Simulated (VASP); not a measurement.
# WC (Fm-3m) in VASP: further runs

The runs below take WC through single point, with LDA+U.

All numbers are computed with VASP 6.6.1; they aren't measurements. Logs are shortened: lines on timing, memory, paths and dates and some standing lists are left out, and cuts for length are marked.

**1. The cell of the first run**

The structure is cubic, space group Fm-3m (No. 225). The conventional cell has a = 4.385 Å, b = 4.385 Å, c = 4.385 Å, α = 90.00°, β = 90.00°, γ = 90.00°. Within 2.9 Å of W (site symmetry m-3m) lie 6 C at 2.19 Å. C (site symmetry m-3m) has 6 W at 2.19 Å within 2.9 Å.

**2. Single point, LDA+U**

INCAR

```
SYSTEM = WC
PREC     = Accurate       ! precision mode
ENCUT    = 520            ! plane-wave cutoff, eV
EDIFF    = 1E-6           ! SCF threshold, eV
ISMEAR   = -1             ! smearing method
SIGMA    = 0.05           ! smearing width, eV
LREAL    = .False.        ! projectors in reciprocal space
LASPH    = .True.         ! aspherical terms in the spheres
NELM     = 150            ! most SCF steps
ALGO     = Normal         ! electronic algorithm
ISIF     = 2              ! what is computed and relaxed
LWAVE    = .False.        ! write WAVECAR
LCHARG   = .False.        ! write CHGCAR
LMAXMIX  = 4              ! l up to which the mixer works
LDAU     = .True.         ! DFT+U
LDAUTYPE = 2            
LDAUL    = 2 -1           ! shell
LDAUU    = 3 0            ! U, eV
LDAUJ    = 0 0          
LDAUPRINT= 1            
NBANDS   = 16             ! bands
```

KPOINTS

```
regular mesh
0
Gamma
  10 10 10
  0 0 0
```

POSCAR

```
WC
1.0
    0.0000000000      2.1926840000      2.1926840000
    2.1926840000      0.0000000000      2.1926840000
    2.1926840000      2.1926840000      0.0000000000
W C
1 1
Direct
    0.0000000000      0.0000000000      0.0000000000
    0.5000000000      0.5000000000      0.5000000000
```

Potentials or basis: VASP PAW LDA potentials, release 64 (W_sv, C).

The run is started by

```
$ cat potpaw_LDA.64/W_sv/POTCAR potpaw_LDA.64/C/POTCAR > POTCAR
$ mpirun -np 1 vasp_std > vasp.out
```

OUTCAR:

```text
SYSTEM = WC
   PREC = Accurate
   ENCUT = 520
   EDIFF = 1E-6
   ISMEAR = -1
   LREAL = .False.
   LASPH = .True.
   NELM = 150
   ISIF = 2

 ion  position               nearest neighbor table
   1  0.000  0.000  0.000-   2 2.19   2 2.19   2 2.19   2 2.19   2 2.19   2 2.19
   2  0.500  0.500  0.500-   1 2.19   1 2.19   1 2.19   1 2.19   1 2.19   1 2.19

  LATTYP: Found a face centered cubic cell.
 ALAT       =     4.3853680000

  Lattice vectors:

 A1 = (   0.0000000000,   2.1926840000,   2.1926840000)
 A2 = (   2.1926840000,   0.0000000000,   2.1926840000)
 A3 = (   2.1926840000,   2.1926840000,   0.0000000000)

Analysis of symmetry for initial positions (statically):
=====================================================================
 Subroutine PRICEL returns:
 Original cell was already a primitive cell.

 Routine SETGRP: Setting up the symmetry group for a
 face centered cubic supercell.

 Subroutine GETGRP returns: Found 48 space group operations
 (whereof 48 operations were pure point group operations)
 out of a pool of 48 trial point group operations.

The static configuration has the point symmetry O_h .

Analysis of symmetry for dynamics (positions and initial velocities):
=====================================================================
 Subroutine PRICEL returns:
 Original cell was already a primitive cell.

 Routine SETGRP: Setting up the symmetry group for a
 face centered cubic supercell.

 Subroutine GETGRP returns: Found 48 space group operations
 (whereof 48 operations were pure point group operations)
 out of a pool of 48 trial point group operations.

The dynamic configuration has the point symmetry O_h .

 Subroutine INISYM returns: Found 48 space group operations
 (whereof 48 operations are pure point group operations),
 and found     1 'primitive' translations

----------------------------------------------------------------------------------------

                                     Primitive cell

  volume of cell :      21.0842

  direct lattice vectors                    reciprocal lattice vectors
     0.000000000  2.192684000  2.192684000    -0.228031034  0.228031034  0.228031034
     2.192684000  0.000000000  2.192684000     0.228031034 -0.228031034  0.228031034
     2.192684000  2.192684000  0.000000000     0.228031034  0.228031034 -0.228031034

  length of vectors
     3.100923451  3.100923451  3.100923451     0.394961337  0.394961337  0.394961337

  position of ions in fractional coordinates (direct lattice)
     0.000000000  0.000000000  0.000000000
     0.500000000  0.500000000  0.500000000

  ion indices of the primitive-cell ions
   primitive index   ion index
                 1           1
                 2           2

----------------------------------------------------------------------------------------

 KPOINTS: regular mesh

Automatic generation of k-mesh.
 Grid dimensions read from file:
 generate k-points for:   10   10   10

 Generating k-lattice:

  Cartesian coordinates                     Fractional coordinates (reciprocal lattice)
    -0.022803103  0.022803103  0.022803103     0.100000000  0.000000000  0.000000000
     0.022803103 -0.022803103  0.022803103     0.000000000  0.100000000  0.000000000
     0.022803103  0.022803103 -0.022803103     0.000000000  0.000000000  0.100000000

  Length of vectors
     0.039496134  0.039496134  0.039496134

  Shift w.r.t. Gamma in fractional coordinates (k-lattice)
     0.000000000  0.000000000  0.000000000

 Subroutine IBZKPT returns following result:
 ===========================================

 Found     47 irreducible k-points:

 Following reciprocal coordinates:
            Coordinates               Weight
  0.000000  0.000000  0.000000      1.000000
  0.100000  0.000000  0.000000      8.000000
  0.200000  0.000000  0.000000      8.000000
  0.300000  0.000000  0.000000      8.000000
  0.400000  0.000000  0.000000      8.000000
  0.500000  0.000000  0.000000      4.000000
[... 16 lines left out ...]
  0.300000  0.300000  0.000000      6.000000
  0.400000  0.300000  0.000000     24.000000
 [... further k-points ...]
   k-points           NKPTS =     47   k-points in BZ     NKDIM =     47   number of bands    NBANDS=     16
   number of dos      NEDOS =    301   number of ions     NIONS =      2
   total plane-waves  NPLWV =  13824
   dimension x,y,z NGX =    24 NGY =   24 NGZ =   24
   dimension x,y,z NGXF=    48 NGYF=   48 NGZF=   48
   ions per type =               1   1
   NGX,Y,Z   is equivalent  to a cutoff of  12.87, 12.87, 12.87 a.u.
   NGXF,Y,Z  is equivalent  to a cutoff of  25.73, 25.73, 25.73 a.u.
 SYSTEM =  WC
   PREC   = accura    normal or accurate (medium, high low for compatibility)
   ISTART =      0    job   : 0-new  1-cont  2-samecut
   ICHARG =      2    charge: 1-file 2-atom 10-const
   ISPIN  =      1    spin polarized calculation?
   LNONCOLLINEAR =      F non collinear calculations
   LSORBIT =      F    spin-orbit coupling
   LASPH  =      T    aspherical Exc in radial PAW
   ENCUT  =  520.0 eV  38.22 Ry    6.18 a.u.   5.77  5.77  5.77*2*pi/ulx,y,z
   NELM   =    150;   NELMIN=  2; NELMDL= -5     # of ELM steps
   EDIFF  = 0.1E-05   stopping-criterion for ELM
   LREAL  =      F    real-space projection
   EDIFFG = 0.1E-04   stopping-criterion for IOM
   NSW    =      0    number of steps for IOM
   IBRION =     -1    ionic relax: 0-MD 1-quasi-New 2-CG
   NFREE  =      0    steps in history (QN), initial steepest desc. (CG)
   ISIF   =      2    stress and relaxation
   ISYM   =      2    0-nonsym 1-usesym 2-fastsym
   POTIM  = 0.5000    time-step for ionic-motion
   TEBEG  =    0.0;   TEEND  =   0.0 temperature during run
   PSTRESS=    0.0 pullay stress
   NELECT =      18.0000    total number of electrons
   NUPDOWN=      -1.0000    fix difference up-down
   EMIN   =  10.00;   EMAX   =-10.00  energy-range for DOS
   EFERMI =   0.00;   METHOD = LEGACY
   ISMEAR =    -1;   SIGMA  =   0.05  broadening in eV -4-tet -1-fermi 0-gaus
   EFERMI_NEDOS =   21; number of points for ismear=-14 and -15
   IALGO  =     38    algorithm
   IMIX   =      4    mixing-type and parameters
     AMIX     =   0.40;   BMIX     =  1.00
     AMIX_MAG =   1.60;   BMIX_MAG =  1.00
  volume/ion in A,a.u.               =      10.54        71.14
  Fermi-wavevector in a.u.,A,eV,Ry     =   1.553029  2.934800 32.815887  2.411900
  Thomas-Fermi vector in A             =   2.657319
   LORBIT       =      0    0 simple, 1 ext, 2 COOP (PROOUT), +10 PAW based schemes
 LDA+U is selected, type is set to LDAUTYPE =  2
   angular momentum for each species LDAUL =     2   -1
   U (eV)           for each species LDAUU =   3.0  0.0
   J (eV)           for each species LDAUJ =   0.0  0.0
   GGA     = CA    functional components
   LHFCALC =     F    Hartree Fock is set to
   AEXX    =    0.0000 exact exchange contribution
   IVDW    =     0    specifies the selected vdW correction
   LEPSILON=     F    determine dielectric tensor
   LRPA    =     F    only Hartree local field effects (RPA)
 non-spin polarized calculation
  energy-cutoff  :      520.00
  volume of cell :       21.08
 maximum number of plane-waves:       588
   NGX = 11   NGY = 11   NGZ = 11

atom =   1  type =  1  l = 2

 onsite density matrix

spin component  1

  0.3366  0.0000 -0.0000  0.0000  0.0000
  0.0000  0.3366 -0.0000 -0.0000  0.0000
 -0.0000 -0.0000  0.3462  0.0000 -0.0000
  0.0000 -0.0000  0.0000  0.3366 -0.0000
  0.0000  0.0000 -0.0000 -0.0000  0.3462

spin component  2

  0.3366  0.0000 -0.0000  0.0000  0.0000
  0.0000  0.3366 -0.0000 -0.0000  0.0000
 -0.0000 -0.0000  0.3462  0.0000 -0.0000
  0.0000 -0.0000  0.0000  0.3366 -0.0000
  0.0000  0.0000 -0.0000 -0.0000  0.3462

 occupancies and eigenvectors

  o =  0.3366  v =  0.0000 -0.1541 -0.0000  0.9881 -0.0000  0.0000  0.0000  0.0000  0.0000  0.0000      0.0000  0.0000  0.0000  0.0000  0.0000  0.0000  0.0000  0.0000  0.0000  0.0000
  o =  0.3366  v =  0.0000  0.0000  0.0000  0.0000  0.0000  0.0000 -0.1541 -0.0000  0.9881 -0.0000      0.0000  0.0000  0.0000  0.0000  0.0000  0.0000  0.0000  0.0000  0.0000  0.0000
  o =  0.3366  v =  0.0000 -0.9881 -0.0000 -0.1541  0.0000  0.0000  0.0000  0.0000  0.0000  0.0000      0.0000  0.0000  0.0000  0.0000  0.0000  0.0000  0.0000  0.0000  0.0000  0.0000
  o =  0.3366  v =  0.0000  0.0000  0.0000  0.0000  0.0000  0.0000 -0.9881 -0.0000 -0.1541  0.0000      0.0000  0.0000  0.0000  0.0000  0.0000  0.0000  0.0000  0.0000  0.0000  0.0000
  o =  0.3366  v =  0.0000  0.0000  0.0000  0.0000  0.0000  1.0000  0.0000  0.0000  0.0000  0.0000      0.0000  0.0000  0.0000  0.0000  0.0000  0.0000  0.0000  0.0000  0.0000  0.0000
  o =  0.3366  v =  1.0000  0.0000  0.0000  0.0000  0.0000  0.0000  0.0000  0.0000  0.0000  0.0000      0.0000  0.0000  0.0000  0.0000  0.0000  0.0000  0.0000  0.0000  0.0000  0.0000
  o =  0.3462  v =  0.0000  0.0000  0.0000  0.0000  0.0000  0.0000 -0.0000 -0.0074 -0.0000 -1.0000      0.0000  0.0000  0.0000  0.0000  0.0000  0.0000  0.0000  0.0000  0.0000  0.0000
  o =  0.3462  v =  0.0000 -0.0000 -0.0074 -0.0000 -1.0000  0.0000  0.0000  0.0000  0.0000  0.0000      0.0000  0.0000  0.0000  0.0000  0.0000  0.0000  0.0000  0.0000  0.0000  0.0000
  o =  0.3462  v =  0.0000  0.0000 -1.0000 -0.0000  0.0074  0.0000  0.0000  0.0000  0.0000  0.0000      0.0000  0.0000  0.0000  0.0000  0.0000  0.0000  0.0000  0.0000  0.0000  0.0000
  o =  0.3462  v =  0.0000  0.0000  0.0000  0.0000  0.0000  0.0000  0.0000 -1.0000 -0.0000  0.0074      0.0000  0.0000  0.0000  0.0000  0.0000  0.0000  0.0000  0.0000  0.0000  0.0000

 number of electron      18.0000001 magnetization

 Free energy of the ion-electron system (eV)
  ---------------------------------------------------
  ext. energy  EPLUGINS =         0.00000000
  ---------------------------------------------------
  free energy    TOTEN  =       -20.40490409 eV

  energy without entropy =      -20.39818478  energy(sigma->0) =      -20.40154444

 E-fermi :  12.5914     XC(G=0): -13.9015

 val. band max:       12.5668258354   @ k =  -0.1000   0.1000   0.0000
 cond. band min:      12.6514860466   @ k =  -0.3000   0.3000   0.1000
 fundamental gap:      0.0846602112
 Fermi energy:        12.5914316421

 k-point     1 :       0.0000    0.0000    0.0000
  band No.  band energies     occupation
      1     -62.8722      2.00000
      2     -27.1058      2.00000
      3     -27.1058      2.00000
      4     -27.1058      2.00000
      5      -3.2663      2.00000
      6       9.8238      2.00000
[... 8 lines left out ...]
     15      22.0171      0.00000
     16      35.8388      0.00000
[... 419 lines left out ...]
 k-point    24 :       0.4000    0.3000    0.0000
  band No.  band energies     occupation
      1     -62.8318      2.00000
      2     -27.5389      2.00000
      3     -27.2841      2.00000
      4     -27.2662      2.00000
      5      -0.7240      2.00000
      6       5.4187      2.00000
[... 8 lines left out ...]
     15      24.0870      0.00000
     16      27.8192      0.00000

 [... further k-points ...]
[... 5 lines left out ...]
  --------------------------------------------------------------------------------------
  -------------------------------------------------------------------------------------
  Total       -1.1371601     -1.1371601     -1.1371601      0.0000000      0.0000000     -0.0000000
  in kB      -86.4120000    -86.4120000    -86.4120000      0.0000000      0.0000000     -0.0000000
  external PRESSURE =     -86.4120000 kB  Pullay stress =       0.0000000 kB

 VOLUME and BASIS-vectors are now :
 -----------------------------------------------------------------------------
  energy-cutoff  :      520.00
  volume of cell :       21.08
      direct lattice vectors                 reciprocal lattice vectors
     0.000000000  2.192684000  2.192684000    -0.228031034  0.228031034  0.228031034
     2.192684000  0.000000000  2.192684000     0.228031034 -0.228031034  0.228031034
     2.192684000  2.192684000  0.000000000     0.228031034  0.228031034 -0.228031034

 POSITION                                       TOTAL-FORCE (eV/Angst)
 -----------------------------------------------------------------------------------
      0.00000      0.00000      0.00000         0.000000     -0.000000      0.000000
      2.19268      2.19268      2.19268        -0.000000      0.000000     -0.000000
 -----------------------------------------------------------------------------------
    total drift:                                0.000000     -0.000000     -0.000000

  FREE ENERGIE OF THE ION-ELECTRON SYSTEM (eV)
  ---------------------------------------------------
  free  energy   TOTEN  =       -20.4049040886 eV

  energy  without entropy=      -20.3981847831  energy(sigma->0) =      -20.40154444
```

Run time: 5.1 s. Hardware: 1 thread of Intel Xeon 6975P-C (Granite Rapids), shared host; peak memory 0.13 GiB.

Results:

```
Free energy            : -20.4049 eV
Pressure               : -8.6 GPa
Band gap on the k mesh : zero (band 9 reaches 13.63 eV, above the bottom of band 10 at 10.42 eV)
```

Levels at points of the mesh, in eV from the Fermi level:
```tsv
k point	band 5	band 6	band 7	band 8	band 9	band 10	band 11	band 12	band 13	band 14
(0.00, 0.00, 0.00)	-15.86	-2.77	-2.77	-2.77	-1.21	-1.21	-1.21	-0.98	-0.98	6.44
(0.50, 0.00, 0.00)	-11.15	-9.92	-6.62	-6.62	1.04	1.04	2.25	4.75	8.68	8.68
(0.50, 0.50, 0.00)	-13.51	-5.80	-5.74	-2.64	-2.64	0.84	2.27	2.27	5.27	7.19
```

Eigenvalues of the final occupation matrices:
| site | spin | trace | eigenvalues |
| --- | --- | --- | --- |
| site 1 d | 1 | 1.70 | 0.34 0.34 0.34 0.35 0.35 |
| site 1 d | 2 | 1.70 | 0.34 0.34 0.34 0.35 0.35 |

Caveat: spin-orbit coupling is left out, which moves the levels of the heavy elements; U without spin polarisation on a metal has little footing; the U is typed as a test and isn't derived for this compound.

(Continued in part 2 of 2.)
